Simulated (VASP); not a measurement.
# AlNi2 (P-3m1) in VASP: a series of runs

AlNi2 is run at these levels: PBEsol; tasks: single point.

Everything below comes from runs of VASP 6.6.1. Logs are shortened: lines on timing, memory, paths and dates and some standing lists are left out, and cuts for length are marked.

### 1 The cell of the first run

Symmetry: P-3m1, No. 164, trigonal system. The conventional cell has a = 3.811 Å, b = 3.811 Å, c = 4.695 Å, α = 90.00°, β = 90.00°, γ = 120.00°. Al (site symmetry 3m) has 11 Ni at 2.28 to 2.64 Å and 3 Al at 2.83 Å within 3.0 Å. Within 3.0 Å of Ni (site symmetry 3m) lie 5 Al at 2.28 to 2.37 Å and 9 Ni at 2.37 to 2.81 Å. Within 3.1 Å of Ni (site symmetry -3m) lie 8 Ni at 2.35 to 2.37 Å and 6 Al at 2.64 Å. Ni (site symmetry -3m) has 8 Ni at 2.35 to 2.65 Å and 6 Al at 2.37 Å within 3.1 Å.

### 2 Single point, PBEsol (9.85 Å³/atom)

Contents of INCAR:

```
SYSTEM = AlNi2
PREC = Accurate
ENCUT = 520
EDIFF = 1E-6
ISMEAR = 0
SIGMA = 0.1
LREAL = .False.
LASPH = .True.
NELM = 60
ALGO = Fast
ISIF = 2
LWAVE = .False.
LCHARG = .False.
GGA = PS
NBANDS = 32
```

Contents of KPOINTS:

```
Automatic mesh
0
Gamma
  12 12 8
  0 0 0
```

Contents of POSCAR:

```
AlNi2
1.0
    3.8114810022      0.0000000000      0.0000000000
   -1.9057405011      3.3008393740      0.0000000000
    0.0000000000      0.0000000000      4.6954672549
Al Ni
2 4
Direct
    0.3333333333      0.6666666667      0.1895217161
    0.6666666667      0.3333333333      0.8104782839
    0.3333333333      0.6666666667      0.6857801838
    0.6666666667      0.3333333333      0.3142198162
    0.0000000000      0.0000000000      0.5000000000
    0.0000000000      0.0000000000      0.0000000000
```

Potentials or basis: VASP PAW PBE potentials, release 64 (Al, Ni).

On the command line:

```
> cat potpaw_PBE.64/Al/POTCAR potpaw_PBE.64/Ni/POTCAR > POTCAR
> mpirun -np 1 vasp_std > vasp.out
```

OUTCAR:

```text
SYSTEM = AlNi2
   PREC = Accurate
   ENCUT = 520
   EDIFF = 1E-6
   ISMEAR = 0
   LREAL = .False.
   LASPH = .True.
   NELM = 60
   ISIF = 2
   GGA = PS

 ion  position               nearest neighbor table
   1  0.333  0.667  0.190-   4 2.28   4 2.28   4 2.28   3 2.33   3 2.37   6 2.37   6 2.37   6 2.37
                             5 2.64   5 2.64   5 2.64   2 2.83   2 2.83   2 2.83
   2  0.667  0.333  0.810-   3 2.28   3 2.28   3 2.28   4 2.33   4 2.37   6 2.37   6 2.37   6 2.37
                             5 2.64   5 2.64   5 2.64   1 2.83   1 2.83   1 2.83
   3  0.333  0.667  0.686-   2 2.28   2 2.28   2 2.28   1 2.33   1 2.37   5 2.37   5 2.37   5 2.37
                             6 2.65   6 2.65   6 2.65   4 2.81   4 2.81   4 2.81
   4  0.667  0.333  0.314-   1 2.28   1 2.28   1 2.28   2 2.33   2 2.37   5 2.37   5 2.37   5 2.37
                             6 2.65   6 2.65   6 2.65   3 2.81   3 2.81   3 2.81
   5  0.000  0.000  0.500-   6 2.35   6 2.35   3 2.37   4 2.37   4 2.37   3 2.37   4 2.37   3 2.37
                             1 2.64   2 2.64   1 2.64   2 2.64   2 2.64   1 2.64
   6  0.000  0.000  0.000-   5 2.35   5 2.35   1 2.37   2 2.37   2 2.37   1 2.37   2 2.37   1 2.37
                             3 2.65   4 2.65   4 2.65   3 2.65   3 2.65   4 2.65

  LATTYP: Found a hexagonal cell.
 ALAT       =     3.8114810022
 C/A-ratio  =     1.2319272357

  Lattice vectors:

 A1 = (   3.8114810022,   0.0000000000,   0.0000000000)
 A2 = (  -1.9057405011,   3.3008393740,   0.0000000000)
 A3 = (   0.0000000000,   0.0000000000,   4.6954672549)

Analysis of symmetry for initial positions (statically):
=====================================================================
 Subroutine PRICEL returns:
 Original cell was already a primitive cell.

 Routine SETGRP: Setting up the symmetry group for a
 hexagonal supercell.

 Subroutine GETGRP returns: Found 12 space group operations
 (whereof 12 operations were pure point group operations)
 out of a pool of 24 trial point group operations.

The static configuration has the point symmetry D_3d.

Analysis of symmetry for dynamics (positions and initial velocities):
=====================================================================
 Subroutine PRICEL returns:
 Original cell was already a primitive cell.

 Routine SETGRP: Setting up the symmetry group for a
 hexagonal supercell.

 Subroutine GETGRP returns: Found 12 space group operations
 (whereof 12 operations were pure point group operations)
 out of a pool of 24 trial point group operations.

The dynamic configuration has the point symmetry D_3d.

 Subroutine INISYM returns: Found 12 space group operations
 (whereof 12 operations are pure point group operations),
 and found     1 'primitive' translations

----------------------------------------------------------------------------------------

                                     Primitive cell

  volume of cell :      59.0741

  direct lattice vectors                    reciprocal lattice vectors
     3.811481002  0.000000000  0.000000000     0.262365206  0.151476623  0.000000000
    -1.905740501  3.300839374  0.000000000     0.000000000  0.302953245  0.000000000
     0.000000000  0.000000000  4.695467255     0.000000000  0.000000000  0.212971350

  length of vectors
     3.811481002  3.811481002  4.695467255     0.302953245  0.302953245  0.212971350

  position of ions in fractional coordinates (direct lattice)
     0.333333333  0.666666667  0.189521716
     0.666666667  0.333333333  0.810478284
     0.333333333  0.666666667  0.685780184
     0.666666667  0.333333333  0.314219816
     0.000000000  0.000000000  0.500000000
     0.000000000  0.000000000  0.000000000

  ion indices of the primitive-cell ions
   primitive index   ion index
                 1           1
                 2           2
                 3           3
                 4           4
                 5           5
                 6           6

----------------------------------------------------------------------------------------

[... 59 lines left out ...]
[... 24 lines left out ...]
     31      19.3208      0.00000
     32      19.7743      0.00000

 k-point     2 :       0.0833    0.0000    0.0000
  band No.  band energies     occupation
      1       0.3539      2.00000
      2       5.9930      2.00000
      3       6.1333      2.00000
      4       7.3321      2.00000
      5       7.3329      2.00000
      6       7.7713      2.00000
[... 24 lines left out ...]
     31      19.2697      0.00000
     32      20.2252      0.00000

 k-point     3 :       0.1667    0.0000    0.0000
  band No.  band energies     occupation
      1       0.6495      2.00000
      2       5.9435      2.00000
      3       6.3058      2.00000
      4       7.3370      2.00000
      5       7.4519      2.00000
      6       7.5800      2.00000
[... 24 lines left out ...]
     31      19.5558      0.00000
     32      20.0332      0.00000

 k-point     4 :       0.2500    0.0000    0.0000
  band No.  band energies     occupation
      1       1.1338      2.00000
      2       5.8104      2.00000
      3       6.5501      2.00000
      4       6.8957      2.00000
      5       7.4408      2.00000
      6       7.6268      2.00000
[... 24 lines left out ...]
     31      19.6485      0.00000
     32      19.9194      0.00000

 k-point     5 :       0.3333    0.0000    0.0000
  band No.  band energies     occupation
      1       1.7928      2.00000
      2       5.3825      2.00000
      3       6.3246      2.00000
      4       6.9162      2.00000
      5       7.3489      2.00000
      6       7.8170      2.00000
[... 584 lines left out ...]
     31      19.3930      0.00000
     32      20.3729      0.00000

 k-point    22 :       0.0000    0.0833    0.1250
  band No.  band energies     occupation
      1       0.4618      2.00000
      2       5.1134      2.00000
      3       6.7032      2.00000
      4       7.3670      2.00000
      5       7.3683      2.00000
      6       7.7475      2.00000
[... 24 lines left out ...]
     31      19.2834      0.00000
     32      19.9567      0.00000

 k-point    23 :       0.1667    0.0000    0.1250
  band No.  band energies     occupation
      1       0.7561      2.00000
      2       5.2621      2.00000
      3       6.6239      2.00000
      4       7.4286      2.00000
      5       7.4725      2.00000
      6       7.5292      2.00000
[... 24 lines left out ...]
     31      19.6430      0.00000
     32      20.4904      0.00000

 k-point    24 :       0.0000    0.1667    0.1250
  band No.  band energies     occupation
      1       0.7560      2.00000
      2       5.2866      2.00000
      3       6.5343      2.00000
      4       7.4162      2.00000
      5       7.4998      2.00000
      6       7.7588      2.00000
[... 24 lines left out ...]
     31      19.3749      0.00000
     32      19.7360      0.00000

 [... further k-points ...]
[... 5 lines left out ...]
  --------------------------------------------------------------------------------------
  -------------------------------------------------------------------------------------
  Total       11.9637700     11.9637700     11.9580612      0.0000000     -0.0000000      0.0000000
  in kB      324.4753211    324.4753211    324.3204908      0.0000000     -0.0000000      0.0000000
  external PRESSURE =     324.4237110 kB  Pullay stress =       0.0000000 kB

 VOLUME and BASIS-vectors are now :
 -----------------------------------------------------------------------------
  energy-cutoff  :      520.00
  volume of cell :       59.07
      direct lattice vectors                 reciprocal lattice vectors
     3.811481002  0.000000000  0.000000000     0.262365206  0.151476623  0.000000000
    -1.905740501  3.300839374  0.000000000     0.000000000  0.302953245  0.000000000
     0.000000000  0.000000000  4.695467255     0.000000000  0.000000000  0.212971350

 POSITION                                       TOTAL-FORCE (eV/Angst)
 -----------------------------------------------------------------------------------
     -0.00000      2.20056      0.88989         0.000000      0.000000      0.011695
      1.90574      1.10028      3.80557         0.000000      0.000000     -0.011695
     -0.00000      2.20056      3.22006        -0.000000      0.000000     -0.024496
      1.90574      1.10028      1.47541         0.000000      0.000000      0.024496
      0.00000      0.00000      2.34773         0.000000      0.000000      0.000000
      0.00000      0.00000      0.00000         0.000000      0.000000      0.000000
 -----------------------------------------------------------------------------------
    total drift:                                0.000000     -0.000000     -0.000000

  FREE ENERGIE OF THE ION-ELECTRON SYSTEM (eV)
  ---------------------------------------------------
  free  energy   TOTEN  =       -35.0977576532 eV

  energy  without entropy=      -35.0857883121  energy(sigma->0) =      -35.09177298
```

Wall time 4 min (1 thread of Intel Xeon Platinum 8259CL at 2.50GHz (Skylake/Cascade Lake), shared host); peak memory 0.31 GiB.

What came out:

```yaml
Free_energy: -35.0978 eV
Pressure: 32.4 GPa
Largest_force: 0.024 eV/Å
Band_gap_on_the_k_mesh: zero (bands 23 and 24 overlap by 4.48 eV)
```

Forces on the atoms (eV/Å):
```
Al   0.000  0.000  0.012
Al   0.000  0.000 -0.012
Ni   0.000  0.000 -0.024
Ni   0.000  0.000  0.024
Ni   0.000  0.000  0.000
Ni   0.000  0.000  0.000
```

Levels at points of the mesh, in eV from the Fermi level:
```
           k point  band 20  band 21  band 22  band 23  band 24  band 25  band 26  band 27
(0.00, 0.00, 0.00)    -0.79    -0.64    -0.64     0.85     3.33     3.33     4.29     4.29
(0.50, 0.00, 0.00)    -0.95    -0.87    -0.75    -0.66    -0.36     1.13     2.06     3.92
(0.00, 0.00, 0.50)    -0.87    -0.83    -0.83     4.07     4.19     4.19     4.61     4.61
(0.50, 0.00, 0.50)    -1.16    -0.95    -0.75    -0.44    -0.28     1.85     2.02     3.84
```

Caveat: the cell stands under pressure; the PAW data sets were made with another functional, which shifts forces and pressure a little. Spin polarisation is off, so any magnetic state and its effect on volume and gap are missing.

### 3 Single point, PBEsol (10.18 Å³/atom)

This run uses another cell than the first one, of 10.18 Å³/atom.

Contents of INCAR:

```
PREC = Accurate
ENCUT = 520
EDIFF = 1E-7
ISMEAR = 0
SIGMA = 0.1
LREAL = False
LASPH = True
NELM = 100
ALGO = Fast
ISIF = 2
LWAVE = False
LCHARG = False
GGA = PS
NBANDS = 32
```

Contents of KPOINTS:

```
regular mesh
0
Gamma
  12 12 8
```

Contents of POSCAR:

```
AlNi2
1.0
    3.8538374740      0.0000000000      0.0000000000
   -1.9269187370      3.3375211545      0.0000000000
    0.0000000000      0.0000000000      4.7493947126
Al Ni
2 4
Direct
    0.3333333333      0.6666666667      0.1901693820
    0.6666666667      0.3333333333      0.8098306180
    0.3333333333      0.6666666667      0.6861173946
    0.6666666667      0.3333333333      0.3138826054
    0.0000000000      0.0000000000      0.5000000000
    0.0000000000      0.0000000000      0.0000000000
```

Potentials or basis: VASP PAW PBE potentials, release 64 (Al, Ni).

On the command line:

```
> cat potpaw_PBE.64/Al/POTCAR potpaw_PBE.64/Ni/POTCAR > POTCAR
> mpirun -np 1 vasp_std > vasp.out
```

Run time: 5 min. Hardware: 1 thread of Intel Xeon Platinum 8259CL at 2.50GHz (Skylake/Cascade Lake), shared host; peak memory 0.32 GiB.

The run converged. Its results:

| Quantity | Value |
| --- | --- |
| Free energy | -35.4388 eV |
| Pressure | 22.2 GPa |
| Largest force | 0.021 eV/Å |
| Band gap on the k mesh | zero (bands 23 and 24 overlap by 4.42 eV) |

Forces in eV/Å, atoms in the order of the input:
```
Al   0.000  0.000  0.010
Al   0.000  0.000 -0.010
Ni   0.000  0.000 -0.021
Ni   0.000  0.000  0.021
Ni   0.000  0.000  0.000
Ni   0.000  0.000  0.000
```

Levels at points of the mesh, in eV from the Fermi level:
```csv
k point,band 21,band 22,band 23,band 24,band 25,band 26
"(0.00, 0.00, 0.00)",-0.61,-0.61,0.81,3.28,3.28,4.17
"(0.50, 0.00, 0.00)",-0.83,-0.71,-0.63,-0.34,1.08,1.99
"(0.00, 0.00, 0.50)",-0.79,-0.79,4.02,4.15,4.15,4.51
"(0.50, 0.00, 0.50)",-0.91,-0.72,-0.42,-0.28,1.81,1.96
```

Caveat: the cell stands under pressure; the PAW data sets were made with another functional, which shifts forces and pressure a little.

### 4 Single point, PBEsol (10.52 Å³/atom)

This run uses another cell than the first one, of 10.52 Å³/atom.

Contents of INCAR:

```
SYSTEM = AlNi2
PREC = Accurate
ENCUT = 520
EDIFF = 1E-6
ISMEAR = 0
SIGMA = 0.1
LREAL = .FALSE.
LASPH = .TRUE.
NELM = 60
ALGO = Fast
ISIF = 2
LWAVE = .FALSE.
LCHARG = .FALSE.
GGA = PS
NBANDS = 32
```

Contents of KPOINTS:

```
regular mesh
0
G
  12 12 8
  0 0 0
```

Contents of POSCAR:

```
AlNi2
1.0
    3.8951553265      0.0000000000      0.0000000000
   -1.9475776633      3.3733034644      0.0000000000
    0.0000000000      0.0000000000      4.8024400841
Al Ni
2 4
Direct
    0.3333333333      0.6666666667      0.1908702364
    0.6666666667      0.3333333333      0.8091297636
    0.3333333333      0.6666666667      0.6865098744
    0.6666666667      0.3333333333      0.3134901256
    0.0000000000      0.0000000000      0.5000000000
    0.0000000000      0.0000000000      0.0000000000
```

On the command line:

```
> cat potpaw_PBE.64/Al/POTCAR potpaw_PBE.64/Ni/POTCAR > POTCAR
> mpirun -np 1 vasp_std > vasp.out
```

It took 4.9 min on 1 thread of Intel Xeon Platinum 8259CL at 2.50GHz (Skylake/Cascade Lake), shared host; peak memory 0.32 GiB.

The run converged. Its results:

| Property | Result |
| --- | --- |
| Free energy | -35.6621 eV |
| Pressure | 13.7 GPa |
| Largest force | 0.018 eV/Å |
| Band gap on the k mesh | zero (bands 23 and 24 overlap by 4.36 eV) |

Forces on the atoms (eV/Å):
```
Al   0.000  0.000  0.009
Al   0.000  0.000 -0.009
Ni   0.000  0.000 -0.018
Ni   0.000  0.000  0.018
Ni   0.000  0.000  0.000
Ni   0.000  0.000  0.000
```

Levels at points of the mesh, in eV from the Fermi level:
| k point | band 20 | band 21 | band 22 | band 23 | band 24 | band 25 | band 26 | band 27 |
| --- | --- | --- | --- | --- | --- | --- | --- | --- |
| (0.00, 0.00, 0.00) | -0.71 | -0.58 | -0.58 | 0.77 | 3.24 | 3.24 | 4.06 | 4.06 |
| (0.50, 0.00, 0.00) | -0.87 | -0.80 | -0.68 | -0.60 | -0.33 | 1.03 | 1.93 | 3.65 |
| (0.00, 0.00, 0.50) | -0.79 | -0.75 | -0.75 | 3.98 | 4.10 | 4.10 | 4.42 | 4.42 |
| (0.50, 0.00, 0.50) | -1.06 | -0.87 | -0.69 | -0.40 | -0.27 | 1.77 | 1.92 | 3.60 |

Caveat: the cell stands under pressure; the PAW data sets were made with another functional, which shifts forces and pressure a little. Spin polarisation is off, so any magnetic state and its effect on volume and gap are missing.

### 5 Single point, PBEsol (10.85 Å³/atom)

This run uses another cell than the first one, of 10.85 Å³/atom.

Contents of INCAR:

```
SYSTEM = AlNi2
PREC     = Accurate       ! precision mode
ENCUT    = 520            ! plane-wave cutoff, eV
EDIFF    = 1E-7           ! SCF threshold, eV
ISMEAR   = 0              ! smearing method
SIGMA    = 0.1            ! smearing width, eV
LREAL    = .False.        ! projectors in reciprocal space
LASPH    = .True.         ! aspherical terms in the spheres
NELM     = 100            ! most SCF steps
ALGO     = Fast           ! electronic algorithm
ISIF     = 2              ! what is computed and relaxed
LWAVE    = .False.        ! write WAVECAR
LCHARG   = .True.         ! write CHGCAR
GGA      = PS             ! functional
LELF     = .True.         ! ELF
LVHAR    = .True.       
NBANDS   = 32             ! bands
```

Contents of KPOINTS:

```
Automatic mesh
0
Gamma
  12 12 8
  0 0 0
```

Contents of POSCAR:

```
AlNi2
1.0
    3.9355621171      0.0000000000      0.0000000000
   -1.9677810586      3.4082967716      0.0000000000
    0.0000000000      0.0000000000      4.8544703653
Al Ni
2 4
Direct
    0.3333333333      0.6666666667      0.1917682831
    0.6666666667      0.3333333333      0.8082317169
    0.3333333333      0.6666666667      0.6871351211
    0.6666666667      0.3333333333      0.3128648789
    0.0000000000      0.0000000000      0.5000000000
    0.0000000000      0.0000000000      0.0000000000
```

On the command line:

```
> cat potpaw_PBE.64/Al/POTCAR potpaw_PBE.64/Ni/POTCAR > POTCAR
> mpirun -np 1 vasp_std > vasp.out
```

Wall time 5.4 min (1 thread of Intel Xeon Platinum 8259CL at 2.50GHz (Skylake/Cascade Lake), shared host); peak memory 0.33 GiB.

It converged, with:

| Property | Result |
| --- | --- |
| Free energy | -35.7858 eV |
| Pressure | 6.3 GPa |
| Largest force | 0.018 eV/Å |
| Band gap on the k mesh | zero (bands 23 and 24 overlap by 4.31 eV) |

Forces on the atoms (eV/Å):
```
Al   0.000  0.000  0.006
Al   0.000  0.000 -0.006
Ni   0.000  0.000 -0.018
Ni   0.000  0.000  0.018
Ni   0.000  0.000  0.000
Ni   0.000  0.000  0.000
```

Levels at points of the mesh, in eV from the Fermi level:
| k point | band 21 | band 22 | band 23 | band 24 | band 25 | band 26 |
| --- | --- | --- | --- | --- | --- | --- |
| (0.00, 0.00, 0.00) | -0.55 | -0.55 | 0.73 | 3.20 | 3.20 | 3.96 |
| (0.50, 0.00, 0.00) | -0.77 | -0.66 | -0.57 | -0.32 | 0.99 | 1.87 |
| (0.00, 0.00, 0.50) | -0.72 | -0.72 | 3.94 | 4.07 | 4.07 | 4.34 |
| (0.50, 0.00, 0.50) | -0.84 | -0.66 | -0.39 | -0.27 | 1.74 | 1.87 |

Caveat: the cell stands under pressure; the PAW data sets were made with another functional, which shifts forces and pressure a little. Spin polarisation is off, so any magnetic state and its effect on volume and gap are missing.

### 6 Overview

| cell | further INCAR settings | gap on the mesh (eV) | pressure (GPa) | largest force (eV/Å) |
| --- | --- | --- | --- | --- |
| a = 3.811, b = 3.811, c = 4.695 Å, angles 90.0, 90.0, 120.0°, 6 atoms, atomic positions A | ALGO = Fast; EDIFF = 1e-06; NBANDS = 32 | none | 32.4 | 0.02 |
| a = 3.854, b = 3.854, c = 4.749 Å, angles 90.0, 90.0, 120.0°, 6 atoms, atomic positions B | ALGO = Fast; EDIFF = 1e-07; NBANDS = 32 | none | 22.2 | 0.02 |
| a = 3.895, b = 3.895, c = 4.802 Å, angles 90.0, 90.0, 120.0°, 6 atoms, atomic positions C | ALGO = Fast; EDIFF = 1e-06; NBANDS = 32 | none | 13.7 | 0.02 |
| a = 3.936, b = 3.936, c = 4.854 Å, angles 90.0, 90.0, 120.0°, 6 atoms, atomic positions D | ALGO = Fast; EDIFF = 1e-07; NBANDS = 32 | none | 6.3 | 0.02 |

Alike in all rows: task single point; level PBEsol; potentials or basis VASP PAW PBE potentials, release 64 (Al, Ni); no spin polarisation; k mesh 12 × 12 × 8; cutoff (eV) 520; smearing gaussian 0.1 eV.

Caveats: the cell stands under pressure; the PAW data sets were made with another functional, which shifts forces and pressure a little.

Total energies depend on the potentials used, so only differences within one code and one set of settings carry meaning.
